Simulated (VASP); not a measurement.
# PbO2 (Fm-3m) in VASP: further runs

PbO2 is run at these levels: PBE, RPBE+D4; tasks: single point, relaxation of cell and atoms.

Program: VASP 6.6.1. These are calculated values, not measurements. Logs are shortened: lines on timing, memory, paths and dates and some standing lists are left out, and cuts for length are marked.

## 1. The cell of the first run

Symmetry: Fm-3m, No. 225, cubic system. The conventional cell has a = 5.404 Å, b = 5.404 Å, c = 5.404 Å, α = 90.00°, β = 90.00°, γ = 90.00°. Pb (site symmetry m-3m) has 8 O at 2.34 Å within 3.1 Å. O (site symmetry -43m) has 4 Pb at 2.34 Å and 6 O at 2.70 Å within 3.1 Å.

## 2. Single point, PBE

The input, INCAR:

```
SYSTEM = PbO2
  PREC = Accurate
  ENCUT = 520
  EDIFF = 1E-7
  ISMEAR = 0
  SIGMA = 0.028999999999999998
  LREAL = .False.
  LASPH = .True.
  NELM = 80
  ALGO = Normal
  ISIF = 2
  LWAVE = .False.
  LCHARG = .False.
  GGA = PE
  NBANDS = 20
```

The input, KPOINTS:

```
regular mesh
0
Gamma
  9 9 9
  0 0 0
```

The input, POSCAR:

```
PbO2
1.0
    0.0000000000      2.7019920000      2.7019920000
    2.7019920000      0.0000000000      2.7019920000
    2.7019920000      2.7019920000      0.0000000000
Pb O
1 2
Direct
    0.0000000000      0.0000000000      0.0000000000
    0.7500000000      0.7500000000      0.7500000000
    0.2500000000      0.2500000000      0.2500000000
```

Potentials or basis: VASP PAW PBE potentials, release 64 (Pb_d, O).

Launch:

```console
> cat potpaw_PBE.64/Pb_d/POTCAR potpaw_PBE.64/O/POTCAR > POTCAR
> mpirun -np 1 vasp_std > vasp.out
```

OUTCAR:

```text
SYSTEM = PbO2
   PREC = Accurate
   ENCUT = 520
   EDIFF = 1E-7
   ISMEAR = 0
   LREAL = .False.
   LASPH = .True.
   NELM = 80
   ISIF = 2
   GGA = PE

 ion  position               nearest neighbor table
   1  0.000  0.000  0.000-   2 2.34   2 2.34   2 2.34   3 2.34   3 2.34   3 2.34   3 2.34   2 2.34

   2  0.750  0.750  0.750-   1 2.34   1 2.34   1 2.34   1 2.34
   3  0.250  0.250  0.250-   1 2.34   1 2.34   1 2.34   1 2.34

  LATTYP: Found a face centered cubic cell.
 ALAT       =     5.4039840000

  Lattice vectors:

 A1 = (   0.0000000000,   2.7019920000,   2.7019920000)
 A2 = (   2.7019920000,   0.0000000000,   2.7019920000)
 A3 = (   2.7019920000,   2.7019920000,   0.0000000000)

Analysis of symmetry for initial positions (statically):
=====================================================================
 Subroutine PRICEL returns:
 Original cell was already a primitive cell.

 Routine SETGRP: Setting up the symmetry group for a
 face centered cubic supercell.

 Subroutine GETGRP returns: Found 48 space group operations
 (whereof 48 operations were pure point group operations)
 out of a pool of 48 trial point group operations.

The static configuration has the point symmetry O_h .

Analysis of symmetry for dynamics (positions and initial velocities):
=====================================================================
 Subroutine PRICEL returns:
 Original cell was already a primitive cell.

 Routine SETGRP: Setting up the symmetry group for a
 face centered cubic supercell.

 Subroutine GETGRP returns: Found 48 space group operations
 (whereof 48 operations were pure point group operations)
 out of a pool of 48 trial point group operations.

The dynamic configuration has the point symmetry O_h .

 Subroutine INISYM returns: Found 48 space group operations
 (whereof 48 operations are pure point group operations),
 and found     1 'primitive' translations

----------------------------------------------------------------------------------------

                                     Primitive cell

  volume of cell :      39.4532

  direct lattice vectors                    reciprocal lattice vectors
     0.000000000  2.701992000  2.701992000    -0.185048660  0.185048660  0.185048660
     2.701992000  0.000000000  2.701992000     0.185048660 -0.185048660  0.185048660
     2.701992000  2.701992000  0.000000000     0.185048660  0.185048660 -0.185048660

  length of vectors
     3.821193732  3.821193732  3.821193732     0.320513682  0.320513682  0.320513682

  position of ions in fractional coordinates (direct lattice)
     0.000000000  0.000000000  0.000000000
     0.750000000  0.750000000  0.750000000
     0.250000000  0.250000000  0.250000000

  ion indices of the primitive-cell ions
   primitive index   ion index
                 1           1
                 2           2
                 3           3

----------------------------------------------------------------------------------------

 KPOINTS: regular mesh

Automatic generation of k-mesh.
 Grid dimensions read from file:
 generate k-points for:    9    9    9

 Generating k-lattice:

  Cartesian coordinates                     Fractional coordinates (reciprocal lattice)
    -0.020560962  0.020560962  0.020560962     0.111111111  0.000000000  0.000000000
     0.020560962 -0.020560962  0.020560962     0.000000000  0.111111111  0.000000000
     0.020560962  0.020560962 -0.020560962     0.000000000  0.000000000  0.111111111

  Length of vectors
     0.035612631  0.035612631  0.035612631

  Shift w.r.t. Gamma in fractional coordinates (k-lattice)
     0.000000000  0.000000000  0.000000000

 Subroutine IBZKPT returns following result:
 ===========================================

 Found     35 irreducible k-points:

 Following reciprocal coordinates:
            Coordinates               Weight
  0.000000  0.000000  0.000000      1.000000
  0.111111  0.000000  0.000000      8.000000
  0.222222  0.000000  0.000000      8.000000
  0.333333  0.000000  0.000000      8.000000
  0.444444  0.000000  0.000000      8.000000
  0.111111  0.111111  0.000000      6.000000
[... 16 lines left out ...]
 -0.333333  0.333333  0.000000     12.000000
  0.444444  0.444444  0.000000      6.000000
 [... further k-points ...]
   k-points           NKPTS =     35   k-points in BZ     NKDIM =     35   number of bands    NBANDS=     20
   number of dos      NEDOS =    301   number of ions     NIONS =      3
   total plane-waves  NPLWV =  21952
   dimension x,y,z NGX =    28 NGY =   28 NGZ =   28
   dimension x,y,z NGXF=    56 NGYF=   56 NGZF=   56
   ions per type =               1   2
   NGX,Y,Z   is equivalent  to a cutoff of  12.18, 12.18, 12.18 a.u.
   NGXF,Y,Z  is equivalent  to a cutoff of  24.36, 24.36, 24.36 a.u.
 SYSTEM =  PbO2
   PREC   = accura    normal or accurate (medium, high low for compatibility)
   ISTART =      0    job   : 0-new  1-cont  2-samecut
   ICHARG =      2    charge: 1-file 2-atom 10-const
   ISPIN  =      1    spin polarized calculation?
   LNONCOLLINEAR =      F non collinear calculations
   LSORBIT =      F    spin-orbit coupling
   LASPH  =      T    aspherical Exc in radial PAW
   ENCUT  =  520.0 eV  38.22 Ry    6.18 a.u.   7.10  7.10  7.10*2*pi/ulx,y,z
   NELM   =     80;   NELMIN=  2; NELMDL= -5     # of ELM steps
   EDIFF  = 0.1E-06   stopping-criterion for ELM
   LREAL  =      F    real-space projection
   EDIFFG = 0.1E-05   stopping-criterion for IOM
   NSW    =      0    number of steps for IOM
   IBRION =     -1    ionic relax: 0-MD 1-quasi-New 2-CG
   NFREE  =      0    steps in history (QN), initial steepest desc. (CG)
   ISIF   =      2    stress and relaxation
   ISYM   =      2    0-nonsym 1-usesym 2-fastsym
   POTIM  = 0.5000    time-step for ionic-motion
   TEBEG  =    0.0;   TEEND  =   0.0 temperature during run
   PSTRESS=    0.0 pullay stress
   NELECT =      26.0000    total number of electrons
   NUPDOWN=      -1.0000    fix difference up-down
   EMIN   =  10.00;   EMAX   =-10.00  energy-range for DOS
   EFERMI =   0.00;   METHOD = LEGACY
   ISMEAR =     0;   SIGMA  =   0.03  broadening in eV -4-tet -1-fermi 0-gaus
   EFERMI_NEDOS =   21; number of points for ismear=-14 and -15
   IALGO  =     38    algorithm
   IMIX   =      4    mixing-type and parameters
     AMIX     =   0.40;   BMIX     =  1.00
     AMIX_MAG =   1.60;   BMIX_MAG =  1.00
  volume/ion in A,a.u.               =      13.15        88.75
  Fermi-wavevector in a.u.,A,eV,Ry     =   1.424640  2.692180 27.614384  2.029600
  Thomas-Fermi vector in A             =   2.545110
   LORBIT       =      0    0 simple, 1 ext, 2 COOP (PROOUT), +10 PAW based schemes
   GGA     = PE    functional components
   LHFCALC =     F    Hartree Fock is set to
   AEXX    =    0.0000 exact exchange contribution
   IVDW    =     0    specifies the selected vdW correction
   LEPSILON=     F    determine dielectric tensor
   LRPA    =     F    only Hartree local field effects (RPA)
 non-spin polarized calculation
 Gauss-broadening in eV      SIGMA  =   0.03
  energy-cutoff  :      520.00
  volume of cell :       39.45
 maximum number of plane-waves:      1073
   NGX = 15   NGY = 15   NGZ = 15

 number of electron      25.9999989 magnetization

 Free energy of the ion-electron system (eV)
  ---------------------------------------------------
  ext. energy  EPLUGINS =         0.00000000
  ---------------------------------------------------
  free energy    TOTEN  =       -15.61056246 eV

  energy without entropy =      -15.60984472  energy(sigma->0) =      -15.61020359

 E-fermi :   5.5725     XC(G=0): -11.1441

 val. band max:        5.5379148613   @ k =  -0.3333   0.4444   0.1111
 cond. band min:       5.5756859005   @ k =  -0.3333   0.4444   0.2222
 fundamental gap:      0.0377710392
 Fermi energy:         5.5724596969

 k-point     1 :       0.0000    0.0000    0.0000
  band No.  band energies     occupation
      1     -12.8742      2.00000
      2     -10.0669      2.00000
      3     -10.0491      2.00000
      4     -10.0491      2.00000
      5     -10.0491      2.00000
      6      -9.8167      2.00000
[... 12 lines left out ...]
     19      21.2148      0.00000
     20      21.2148      0.00000

 k-point     2 :       0.1111    0.0000    0.0000
  band No.  band energies     occupation
      1     -12.7756      2.00000
      2     -10.6561      2.00000
      3     -10.0345      2.00000
      4     -10.0345      2.00000
      5      -9.8176      2.00000
      6      -9.8176      2.00000
[... 12 lines left out ...]
     19      21.1070      0.00000
     20      21.1070      0.00000

 k-point     3 :       0.2222    0.0000    0.0000
  band No.  band energies     occupation
      1     -12.5265      2.00000
      2     -11.1222      2.00000
      3     -10.0035      2.00000
      4     -10.0035      2.00000
      5      -9.8133      2.00000
      6      -9.8133      2.00000
[... 12 lines left out ...]
     19      20.9147      0.00000
     20      20.9147      0.00000

 k-point     4 :       0.3333    0.0000    0.0000
  band No.  band energies     occupation
      1     -12.2992      2.00000
      2     -11.3146      2.00000
      3      -9.9829      2.00000
      4      -9.9829      2.00000
      5      -9.7925      2.00000
      6      -9.7925      2.00000
[... 12 lines left out ...]
     19      20.7808      0.00000
     20      20.7808      0.00000

 k-point     5 :       0.4444    0.0000    0.0000
  band No.  band energies     occupation
      1     -12.2536      2.00000
      2     -11.2315      2.00000
      3      -9.9783      2.00000
      4      -9.9783      2.00000
      5      -9.7694      2.00000
      6      -9.7694      2.00000
[... 12 lines left out ...]
     19      20.7147      0.00000
     20      20.7147      0.00000
[... 353 lines left out ...]
      6      -9.7322      2.00000
[... 12 lines left out ...]
     19      21.8089      0.00000
     20      23.1484      0.00000

 k-point    22 :      -0.4444    0.3333    0.0000
  band No.  band energies     occupation
      1     -11.9957      2.00000
      2     -11.6681      2.00000
      3      -9.9049      2.00000
      4      -9.8380      2.00000
      5      -9.7726      2.00000
      6      -9.4202      2.00000
[... 12 lines left out ...]
     19      21.9691      0.00000
     20      22.7233      0.00000

 k-point    23 :      -0.3333    0.3333    0.0000
  band No.  band energies     occupation
      1     -11.9655      2.00000
      2     -11.7291      2.00000
      3      -9.8796      2.00000
      4      -9.8539      2.00000
      5      -9.8038      2.00000
      6      -9.0511      2.00000
[... 12 lines left out ...]
     19      21.2259      0.00000
     20      23.2726      0.00000

 k-point    24 :       0.4444    0.4444    0.0000
  band No.  band energies     occupation
      1     -12.0521      2.00000
      2     -11.5338      2.00000
      3      -9.9341      2.00000
      4      -9.8056      2.00000
      5      -9.8056      2.00000
      6      -9.7545      2.00000
[... 12 lines left out ...]
     19      21.8012      0.00000
     20      22.5640      0.00000

 [... further k-points ...]
[... 5 lines left out ...]
  --------------------------------------------------------------------------------------
  -------------------------------------------------------------------------------------
  Total        0.1442164      0.1442164      0.1442164      0.0000000      0.0000000      0.0000000
  in kB        5.8565645      5.8565645      5.8565645      0.0000000      0.0000000      0.0000000
  external PRESSURE =       5.8565645 kB  Pullay stress =       0.0000000 kB

 VOLUME and BASIS-vectors are now :
 -----------------------------------------------------------------------------
  energy-cutoff  :      520.00
  volume of cell :       39.45
      direct lattice vectors                 reciprocal lattice vectors
     0.000000000  2.701992000  2.701992000    -0.185048660  0.185048660  0.185048660
     2.701992000  0.000000000  2.701992000     0.185048660 -0.185048660  0.185048660
     2.701992000  2.701992000  0.000000000     0.185048660  0.185048660 -0.185048660

 POSITION                                       TOTAL-FORCE (eV/Angst)
 -----------------------------------------------------------------------------------
      0.00000      0.00000      0.00000         0.000000      0.000000      0.000000
      4.05299      4.05299      4.05299        -0.000000      0.000000     -0.000000
      1.35100      1.35100      1.35100         0.000000     -0.000000      0.000000
 -----------------------------------------------------------------------------------
    total drift:                                0.000000     -0.000000      0.000000

  FREE ENERGIE OF THE ION-ELECTRON SYSTEM (eV)
  ---------------------------------------------------
  free  energy   TOTEN  =       -15.6105624592 eV

  energy  without entropy=      -15.6098447229  energy(sigma->0) =      -15.61020359
```

It took 25 s on 1 thread of Intel Xeon Platinum 8488C (Sapphire Rapids), shared host; peak memory 0.17 GiB.

What came out:

| Item | Value |
| --- | --- |
| Free energy | -15.6106 eV |
| Pressure | 0.6 GPa |
| Band gap on the k mesh | zero (bands 13 and 14 overlap by 1.15 eV) |

Caveat: spin-orbit coupling is left out, which moves the levels of the heavy elements.

## 3. Single point, PBE

The input, INCAR:

```
  PREC = Accurate
  ENCUT = 520
  EDIFF = 1E-6
  ISMEAR = 0
  SIGMA = 0.03
  LREAL = False
  LASPH = True
  NELM = 60
  ALGO = Normal
  ISIF = 2
  LWAVE = False
  LCHARG = True
  GGA = PE
  LELF = True
  LVHAR = True
  NBANDS = 20
```

The input, KPOINTS:

```
Automatic mesh
0
Gamma
  9 9 9
```

POSCAR is that of step 2.

Potentials or basis: VASP PAW PBE potentials, release 64 (Pb_d, O).

Launch:

```console
> cat potpaw_PBE.64/Pb_d/POTCAR potpaw_PBE.64/O/POTCAR > POTCAR
> mpirun -np 1 vasp_std > vasp.out
```

Run time: 33 s. Hardware: 1 thread of Intel Xeon Platinum 8488C (Sapphire Rapids), shared host; peak memory 0.17 GiB.

Results (log left out):

- Free energy: -15.6106 eV
- Pressure: 0.6 GPa
- Band gap on the k mesh: zero (bands 13 and 14 overlap by 1.15 eV)

Levels at points of the mesh, in eV from the Fermi level:
```tsv
k point	band 9	band 10	band 11	band 12	band 13	band 14	band 15	band 16	band 17	band 18
(0.00, 0.00, 0.00)	-1.91	-1.91	-1.91	-1.14	-1.14	-1.14	7.05	7.05	7.05	11.84
```

Caveat: spin-orbit coupling is left out, which moves the levels of the heavy elements.

## 4. Relaxation of cell and atoms, RPBE+D4

The input, INCAR:

```
ALGO     = Normal         # electronic algorithm
EDIFF    = 1E-6           # SCF threshold, eV
EDIFFG   = -0.01          # ionic threshold
ENCUT    = 600            # plane-wave cutoff, eV
GGA      = RP             # functional
IBRION   = 2              # ionic algorithm
ISIF     = 3              # what is computed and relaxed
ISMEAR   = -1             # smearing method
IVDW     = 13             # dispersion correction
LASPH    = T              # aspherical terms in the spheres
LCHARG   = F              # write CHGCAR
LREAL    = F              # projectors in reciprocal space
LWAVE    = F              # write WAVECAR
NELM     = 100            # most SCF steps
NSW      = 60             # ionic steps
PREC     = Accurate       # precision mode
SIGMA    = 0.05           # smearing width, eV
```

The input, KPOINTS:

```
k-points
0
Gamma
  9 9 9
```

POSCAR is that of step 3.

Launch:

```console
> cat potpaw_PBE.64/Pb_d/POTCAR potpaw_PBE.64/O/POTCAR > POTCAR
> mpirun -np 1 vasp_std > vasp.out
```

Wall time 56 s (1 thread of Intel Xeon Platinum 8488C (Sapphire Rapids), shared host); peak memory 0.19 GiB.

Results (log left out):

```yaml
Free_energy: -16.0412 eV
Relaxed_volume: 13.00 Å³/atom
Relaxed_cell: a = 3.807 Å, b = 3.807 Å, c = 3.807 Å, α = 60.00°, β = 60.00°, γ = 60.00°
Space_group_after_relaxing_to_0.1_Å: Fm-3m (No. 225)
Energy_gained_by_relaxing: 0.7 meV/atom
Ionic_steps: 3
Pressure_after_relaxing: 0.0 GPa
Band_gap_on_the_k_mesh: zero (bands 13 and 14 overlap by 1.16 eV)
Dispersion_energy_per_atom: -0.551 eV
```

The path:
| step | energy change (eV) | largest force (eV/Å) | pressure (GPa) | volume (Å³) |
| --- | --- | --- | --- | --- |
| 1 | 0.0000 | 0.0000 | -1.44 | 39.45 |
| 2 | -0.0015 | 0.0000 | 0.78 | 38.78 |
| 3 | -0.0020 | 0.0000 | 0.01 | 39.01 |

Final structure:
```cif
data_structure
_symmetry_space_group_name_H-M 'P 1'
_symmetry_Int_Tables_number 1
_cell_length_a 3.8068
_cell_length_b 3.8068
_cell_length_c 3.8068
_cell_angle_alpha 60.000
_cell_angle_beta 60.000
_cell_angle_gamma 60.000
_cell_volume 39.01
loop_
_atom_site_label
_atom_site_type_symbol
_atom_site_fract_x
_atom_site_fract_y
_atom_site_fract_z
_atom_site_occupancy
Pb1 Pb 0.00000 0.00000 0.00000 1
O1 O 0.75000 0.75000 0.75000 1
O2 O 0.25000 0.25000 0.25000 1
```

Levels at points of the mesh, in eV from the Fermi level:
| k point | band 11 | band 12 | band 13 | band 14 | band 15 | band 16 |
| --- | --- | --- | --- | --- | --- | --- |
| (0.00, 0.00, 0.00) | -1.98 | -1.21 | -1.21 | -1.21 | 7.15 | 7.15 |

Caveat: the PAW data sets were made with another functional, which shifts forces and pressure a little; spin-orbit coupling is left out, which moves the levels of the heavy elements.

## 5. The runs side by side

| task | level | cell | cutoff (eV) | smearing | gap on the mesh (eV) | pressure (GPa) |
| --- | --- | --- | --- | --- | --- | --- |
| single point | PBE | as given | 520 | gaussian 0.029 eV | none | 0.6 |
| single point | PBE | as given | 520 | gaussian 0.03 eV | none | 0.6 |
| relaxation of cell and atoms | RPBE+D4 | relaxed | 600 | fermi-dirac 0.05 eV | none | 0.0 |

Alike in all rows: potentials or basis VASP PAW PBE potentials, release 64 (Pb_d, O); no spin polarisation; k mesh 9 × 9 × 9.

Caveats: spin-orbit coupling is left out, which moves the levels of the heavy elements; the PAW data sets were made with another functional, which shifts forces and pressure a little (at least some runs).

Absolute energies hang on the potentials; compare differences alone.
